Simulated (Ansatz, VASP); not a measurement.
FePt2 in VASP and in Ansatz

INCAR

```
ALGO = Normal
EDIFF = 1E-6
ENCUT = 520
GGA = PE
ISIF = 2
ISMEAR = 0
ISPIN = 2
LASPH = T
LCHARG = F
LMAXMIX = 4
LORBIT = 11
LREAL = F
LWAVE = F
MAGMOM = 3.36 0.35 0.35
NBANDS = 25
NELM = 150
PREC = Accurate
SIGMA = 0.1
```

Contents of KPOINTS:

```
k-points
0
Gamma
  8 8 8
```

File POSCAR:

```
FePt2
1.0
   -1.3781210000      1.3781210000      5.7546000000
    1.3781210000     -1.3781210000      5.7546000000
    1.3781210000      1.3781210000     -5.7546000000
Fe Pt
1 2
Direct
    0.5000000000      0.5000000000      0.0000000000
    0.8425650000      0.8425650000      0.0000000000
    0.1574350000      0.1574350000      0.0000000000
```

Input for Ansatz:

```yaml
crystal:
  lattice:
    - [-1.378121, 1.378121, 5.7546]
    - [1.378121, -1.378121, 5.7546]
    - [1.378121, 1.378121, -5.7546]
  atoms:
    - { symbol: Fe, position: [0.5, 0.5, 0.0], spin: 3.36 }
    - { symbol: Pt, position: [0.842565, 0.842565, 0.0], spin: 0.35 }
    - { symbol: Pt, position: [0.157435, 0.157435, 0.0], spin: 0.35 }
basis:
  ecutwfc: 420
kpoints:
  mp_grid: { grid: [8, 8, 8] }
hamiltonian:
  xc: pbe
scf:
  occupations: { method: gaussian, width: 0.1 }
  lower_state_search: "off"
output:
  forces: true
  stress: true
  eigenvalues: true
  populations: true
magnetization:
  spin_polarized: true
```

Alike in both runs: task single point; functional PBE; k mesh 8 × 8 × 8; occupations gaussian, width 0.1 eV; collinear spin.

|  | VASP | Ansatz |
| --- | --- | --- |
| version | VASP 6.6.1 | Ansatz 0.2.0 |
| potentials or method | VASP PAW PBE potentials, release 64 (Fe, Pt), cutoff 520 eV | scalar-relativistic, plane waves, PAW |
| valence electrons in the cell | 28 | 52 |

Ansatz gave:

| Quantity | Value |
| --- | --- |
| gap on the k mesh at the Fermi level (eV) | none |
| pressure (GPa) | 0.0 |
| traceless stress, the component that is largest in VASP (GPa) | -1.53 |
| rms of the force components (eV/Å) | 0.019 |
| net moment per atom (μB) | 1.21 |
| size of the moment on the site where the two differ most (μB) | 3.06 |

Q: Estimate VASP's values.

A: gap on the k mesh at the Fermi level (eV): none; pressure (GPa): -0.5; traceless stress, the component that is largest in VASP (GPa): -1.45; rms of the force components (eV/Å): 0.014; net moment per atom (μB): 1.21; size of the moment on the site where the two differ most (μB): 3.02.

Site moments also hang on the region over which each program counts them. Atom by atom the forces differ by 0.005 eV/Å (rms over components). A gap of «none» marks a metal or a gap that the smearing closes. The functional is the same, so the differences come from potentials, cutoffs and numerics. VASP's potentials hold 28 valence electrons a cell and Ansatz's 52, so a difference there can come from the potentials and not from the codes.

The k mesh is coarse, so the values compare programs but aren't converged. Neither program's run includes spin-orbit coupling.
